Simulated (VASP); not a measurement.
# NbAs (I4_1md) in VASP: notebook

NbAs is run at these levels: PBE; tasks: single point.

Everything below comes from runs of VASP 6.6.1. Logs are shortened: lines on timing, memory, paths and dates and some standing lists are left out, and cuts for length are marked.

### Step 1. The cell of the first run

The structure is tetragonal, space group I4_1md (No. 109). The conventional cell has a = 3.474 Å, b = 3.474 Å, c = 11.757 Å, α = 90.00°, β = 90.00°, γ = 90.00°. Within 3.5 Å of Nb (site symmetry 2mm) lie 6 As at 2.63 to 2.64 Å and 8 Nb at 3.41 to 3.47 Å. Within 3.5 Å of As (site symmetry 2mm) lie 6 Nb at 2.63 to 2.64 Å and 8 As at 3.41 to 3.47 Å.

### Step 2. Single point, PBE

File INCAR:

```
SYSTEM = NbAs
PREC     = Accurate       ! precision mode
ENCUT    = 520            ! plane-wave cutoff, eV
EDIFF    = 1E-7           ! SCF threshold, eV
ISMEAR   = -1             ! smearing method
SIGMA    = 0.15           ! smearing width, eV
LREAL    = .False.        ! projectors in reciprocal space
LASPH    = .True.         ! aspherical terms in the spheres
NELM     = 100            ! most SCF steps
ALGO     = Normal         ! electronic algorithm
ISIF     = 2              ! what is computed and relaxed
LWAVE    = .False.        ! write WAVECAR
LCHARG   = .False.        ! write CHGCAR
GGA      = PE             ! functional
NBANDS   = 26             ! bands
```

File KPOINTS:

```
regular mesh
0
Gamma
  18 18 18
  0 0 0
```

File POSCAR:

```
NbAs
1.0
   -1.7370402480      1.7370402480      5.8785815099
    1.7370402480     -1.7370402480      5.8785815099
    1.7370402480      1.7370402480     -5.8785815099
Nb As
2 2
Direct
   -0.0010836051     -0.0010836051      0.0000000000
    0.7489163949      0.2489163949      0.5000000000
    0.4170836051      0.4170836051      0.0000000000
    0.1670836051      0.6670836051      0.5000000000
```

Potentials or basis: VASP PAW PBE potentials, release 64 (Nb_sv, As).

Command:

```sh
cat potpaw_PBE.64/Nb_sv/POTCAR potpaw_PBE.64/As/POTCAR > POTCAR
mpirun -np 1 vasp_std > vasp.out
```

OUTCAR:

```text
SYSTEM = NbAs
   PREC = Accurate
   ENCUT = 520
   EDIFF = 1E-7
   ISMEAR = -1
   LREAL = .False.
   LASPH = .True.
   NELM = 100
   ISIF = 2
   GGA = PE

 ion  position               nearest neighbor table
   1  0.999  0.999  0.000-   4 2.63   4 2.63   3 2.64   3 2.64   3 2.64   3 2.64
   2  0.749  0.249  0.500-   3 2.63   3 2.63   4 2.64   4 2.64   4 2.64   4 2.64
   3  0.417  0.417  0.000-   2 2.63   2 2.63   1 2.64   1 2.64   1 2.64   1 2.64
   4  0.167  0.667  0.500-   1 2.63   1 2.63   2 2.64   2 2.64   2 2.64   2 2.64

  LATTYP: Found a body centered tetragonal cell.
 ALAT       =     3.4740804960
 C/A-ratio  =     3.3842517562

  Lattice vectors:

 A1 = (  -1.7370402480,   1.7370402480,   5.8785815099)
 A2 = (   1.7370402480,  -1.7370402480,   5.8785815099)
 A3 = (   1.7370402480,   1.7370402480,  -5.8785815099)

Analysis of symmetry for initial positions (statically):
=====================================================================
 Subroutine PRICEL returns:
 Original cell was already a primitive cell.

 Routine SETGRP: Setting up the symmetry group for a
 body centered tetragonal supercell.

 Subroutine GETGRP returns: Found  8 space group operations
 (whereof  4 operations were pure point group operations)
 out of a pool of 16 trial point group operations.

The static configuration has the point symmetry C_2v.
 The point group associated with its full space group is C_4v.

Analysis of symmetry for dynamics (positions and initial velocities):
=====================================================================
 Subroutine PRICEL returns:
 Original cell was already a primitive cell.

 Routine SETGRP: Setting up the symmetry group for a
 body centered tetragonal supercell.

 Subroutine GETGRP returns: Found  8 space group operations
 (whereof  4 operations were pure point group operations)
 out of a pool of 16 trial point group operations.

The dynamic configuration has the point symmetry C_2v.
 The point group associated with its full space group is C_4v.

 Subroutine INISYM returns: Found  8 space group operations
 (whereof  4 operations are pure point group operations),
 and found     1 'primitive' translations

----------------------------------------------------------------------------------------

                                     Primitive cell

  volume of cell :      70.9500

  direct lattice vectors                    reciprocal lattice vectors
    -1.737040248  1.737040248  5.878581510     0.000000000  0.287845950  0.085054532
     1.737040248 -1.737040248  5.878581510     0.287845950  0.000000000  0.085054532
     1.737040248  1.737040248 -5.878581510     0.287845950  0.287845950  0.000000000

  length of vectors
     6.371211676  6.371211676  6.371211676     0.300149237  0.300149237  0.407075646

  position of ions in fractional coordinates (direct lattice)
     0.998916395  0.998916395  0.000000000
     0.748916395  0.248916395  0.500000000
     0.417083605  0.417083605  0.000000000
     0.167083605  0.667083605  0.500000000

  ion indices of the primitive-cell ions
   primitive index   ion index
                 1           1
                 2           2
                 3           3
                 4           4

----------------------------------------------------------------------------------------

 KPOINTS: regular mesh

Automatic generation of k-mesh.
 Grid dimensions read from file:
 generate k-points for:   18   18   18

 Generating k-lattice:

  Cartesian coordinates                     Fractional coordinates (reciprocal lattice)
     0.000000000  0.015991442  0.004725252     0.055555556  0.000000000 -0.000000000
     0.015991442  0.000000000  0.004725252     0.000000000  0.055555556 -0.000000000
     0.015991442  0.015991442  0.000000000     0.000000000  0.000000000  0.055555556

  Length of vectors
     0.016674958  0.016674958  0.022615314

  Shift w.r.t. Gamma in fractional coordinates (k-lattice)
     0.000000000  0.000000000  0.000000000

 Subroutine IBZKPT returns following result:
 ===========================================

 Found    480 irreducible k-points:

 Following reciprocal coordinates:
            Coordinates               Weight
  0.000000  0.000000  0.000000      1.000000
  0.055556  0.000000 -0.000000      8.000000
  0.111111  0.000000 -0.000000      8.000000
  0.166667  0.000000 -0.000000      8.000000
  0.222222  0.000000  0.000000      8.000000
  0.277778  0.000000 -0.000000      8.000000
[... 16 lines left out ...]
 -0.277778  0.055556  0.000000     16.000000
 -0.222222  0.055556  0.000000     16.000000
 [... further k-points ...]
   k-points           NKPTS =    480   k-points in BZ     NKDIM =    480   number of bands    NBANDS=     26
   number of dos      NEDOS =    301   number of ions     NIONS =      4
   total plane-waves  NPLWV = 110592
   dimension x,y,z NGX =    48 NGY =   48 NGZ =   48
   dimension x,y,z NGXF=    96 NGYF=   96 NGZF=   96
   ions per type =               2   2
   NGX,Y,Z   is equivalent  to a cutoff of  12.52, 12.52, 12.52 a.u.
   NGXF,Y,Z  is equivalent  to a cutoff of  25.05, 25.05, 25.05 a.u.
 SYSTEM =  NbAs
   PREC   = accura    normal or accurate (medium, high low for compatibility)
   ISTART =      0    job   : 0-new  1-cont  2-samecut
   ICHARG =      2    charge: 1-file 2-atom 10-const
   ISPIN  =      1    spin polarized calculation?
   LNONCOLLINEAR =      F non collinear calculations
   LSORBIT =      F    spin-orbit coupling
   LASPH  =      T    aspherical Exc in radial PAW
   ENCUT  =  520.0 eV  38.22 Ry    6.18 a.u.  11.85 11.85 11.85*2*pi/ulx,y,z
   NELM   =    100;   NELMIN=  2; NELMDL= -5     # of ELM steps
   EDIFF  = 0.1E-06   stopping-criterion for ELM
   LREAL  =      F    real-space projection
   EDIFFG = 0.1E-05   stopping-criterion for IOM
   NSW    =      0    number of steps for IOM
   IBRION =     -1    ionic relax: 0-MD 1-quasi-New 2-CG
   NFREE  =      0    steps in history (QN), initial steepest desc. (CG)
   ISIF   =      2    stress and relaxation
   ISYM   =      2    0-nonsym 1-usesym 2-fastsym
   POTIM  = 0.5000    time-step for ionic-motion
   TEBEG  =    0.0;   TEEND  =   0.0 temperature during run
   PSTRESS=    0.0 pullay stress
   NELECT =      36.0000    total number of electrons
   NUPDOWN=      -1.0000    fix difference up-down
   EMIN   =  10.00;   EMAX   =-10.00  energy-range for DOS
   EFERMI =   0.00;   METHOD = LEGACY
   ISMEAR =    -1;   SIGMA  =   0.15  broadening in eV -4-tet -1-fermi 0-gaus
   EFERMI_NEDOS =   21; number of points for ismear=-14 and -15
   IALGO  =     38    algorithm
   IMIX   =      4    mixing-type and parameters
     AMIX     =   0.40;   BMIX     =  1.00
     AMIX_MAG =   1.60;   BMIX_MAG =  1.00
  volume/ion in A,a.u.               =      17.74       119.70
  Fermi-wavevector in a.u.,A,eV,Ry     =   1.305745  2.467499 23.197510  1.704969
  Thomas-Fermi vector in A             =   2.436593
   LORBIT       =      0    0 simple, 1 ext, 2 COOP (PROOUT), +10 PAW based schemes
   GGA     = PE    functional components
   LHFCALC =     F    Hartree Fock is set to
   AEXX    =    0.0000 exact exchange contribution
   IVDW    =     0    specifies the selected vdW correction
   LEPSILON=     F    determine dielectric tensor
   LRPA    =     F    only Hartree local field effects (RPA)
 non-spin polarized calculation
  energy-cutoff  :      520.00
  volume of cell :       70.95
 maximum number of plane-waves:      1946
   NGX = 23   NGY = 23   NGZ = 23

 number of electron      35.9999999 magnetization

 Free energy of the ion-electron system (eV)
  ---------------------------------------------------
  ext. energy  EPLUGINS =         0.00000000
  ---------------------------------------------------
  free energy    TOTEN  =       -32.56477765 eV

  energy without entropy =      -32.47641630  energy(sigma->0) =      -32.52059698

 E-fermi :   9.3815     XC(G=0): -11.7535

 val. band max:        9.3810155219   @ k =  -0.1667   0.3333   0.1667
 cond. band min:       9.3882892500   @ k =  -0.1667   0.3333   0.1667
 fundamental gap:      0.0072737281
 Fermi energy:         9.3815019579

 k-point     1 :       0.0000    0.0000    0.0000
  band No.  band energies     occupation
      1     -45.7622      2.00000
      2     -45.7365      2.00000
      3     -21.9549      2.00000
      4     -21.8627      2.00000
      5     -21.8627      2.00000
      6     -21.7200      2.00000
[... 18 lines left out ...]
     25      13.2119      0.00000
     26      13.2120      0.00000

 k-point     2 :       0.0556    0.0000   -0.0000
  band No.  band energies     occupation
      1     -45.7618      2.00000
      2     -45.7363      2.00000
      3     -21.9530      2.00000
      4     -21.8684      2.00000
      5     -21.8622      2.00000
      6     -21.7257      2.00000
[... 18 lines left out ...]
     25      13.2907      0.00000
     26      13.3434      0.00000

 k-point     3 :       0.1111    0.0000   -0.0000
  band No.  band energies     occupation
      1     -45.7604      2.00000
      2     -45.7358      2.00000
      3     -21.9480      2.00000
      4     -21.8839      2.00000
      5     -21.8607      2.00000
      6     -21.7417      2.00000
[... 18 lines left out ...]
     25      13.4310      0.00000
     26      13.6929      0.00000

 k-point     4 :       0.1667    0.0000   -0.0000
  band No.  band energies     occupation
      1     -45.7582      2.00000
      2     -45.7351      2.00000
      3     -21.9447      2.00000
      4     -21.9031      2.00000
      5     -21.8583      2.00000
      6     -21.7652      2.00000
[... 18 lines left out ...]
     25      13.5896      0.00000
     26      14.1630      0.00000
[... 496 lines left out ...]
      1     -45.7497      2.00000
      2     -45.7323      2.00000
      3     -22.0178      2.00000
      4     -21.8944      2.00000
      5     -21.8545      2.00000
      6     -21.8384      2.00000
[... 18 lines left out ...]
     25      13.7342      0.00000
     26      15.2636      0.00000

 k-point    23 :      -0.2778    0.0556    0.0000
  band No.  band energies     occupation
      1     -45.7525      2.00000
      2     -45.7329      2.00000
      3     -21.9875      2.00000
      4     -21.9012      2.00000
      5     -21.8571      2.00000
      6     -21.8194      2.00000
[... 18 lines left out ...]
     25      13.8205      0.00000
     26      14.9296      0.00000

 k-point    24 :      -0.2222    0.0556    0.0000
  band No.  band energies     occupation
      1     -45.7554      2.00000
      2     -45.7337      2.00000
      3     -21.9586      2.00000
      4     -21.9091      2.00000
      5     -21.8603      2.00000
      6     -21.7924      2.00000
[... 18 lines left out ...]
     25      13.8091      0.00000
     26      14.4969      0.00000

 [... further k-points ...]
[... 5 lines left out ...]
  --------------------------------------------------------------------------------------
  -------------------------------------------------------------------------------------
  Total        0.0111985      0.0111985     -0.0087382      0.0000000      0.0000000      0.0000000
  in kB        0.2528813      0.2528813     -0.1973241      0.0000000      0.0000000      0.0000000
  external PRESSURE =       0.1028129 kB  Pullay stress =       0.0000000 kB

 VOLUME and BASIS-vectors are now :
 -----------------------------------------------------------------------------
  energy-cutoff  :      520.00
  volume of cell :       70.95
      direct lattice vectors                 reciprocal lattice vectors
    -1.737040248  1.737040248  5.878581510     0.000000000  0.287845950  0.085054532
     1.737040248 -1.737040248  5.878581510     0.287845950  0.000000000  0.085054532
     1.737040248  1.737040248 -5.878581510     0.287845950  0.287845950  0.000000000

 POSITION                                       TOTAL-FORCE (eV/Angst)
 -----------------------------------------------------------------------------------
      0.00000      0.00000     11.74442         0.000000     -0.000000     -0.000454
      0.00000      1.73704      2.92655        -0.000000      0.000000     -0.000454
      0.00000      0.00000      4.90372         0.000000     -0.000000      0.000454
      1.73704      0.00000      1.96443        -0.000000      0.000000      0.000454
 -----------------------------------------------------------------------------------
    total drift:                               -0.000000     -0.000000     -0.000023

  FREE ENERGIE OF THE ION-ELECTRON SYSTEM (eV)
  ---------------------------------------------------
  free  energy   TOTEN  =       -32.5647776549 eV

  energy  without entropy=      -32.4764163026  energy(sigma->0) =      -32.52059698
```

Run time: 27 min. Hardware: 1 thread of Intel Xeon Platinum 8488C (Sapphire Rapids), shared host; peak memory 0.91 GiB.

What came out:

| Property | Result |
| --- | --- |
| Free energy | -32.5648 eV |
| Pressure | 0.0 GPa |
| Band gap on the k mesh | zero (band 18 reaches 9.46 eV, above the bottom of band 19 at 9.39 eV) |

(Continued in part 2 of 2.)
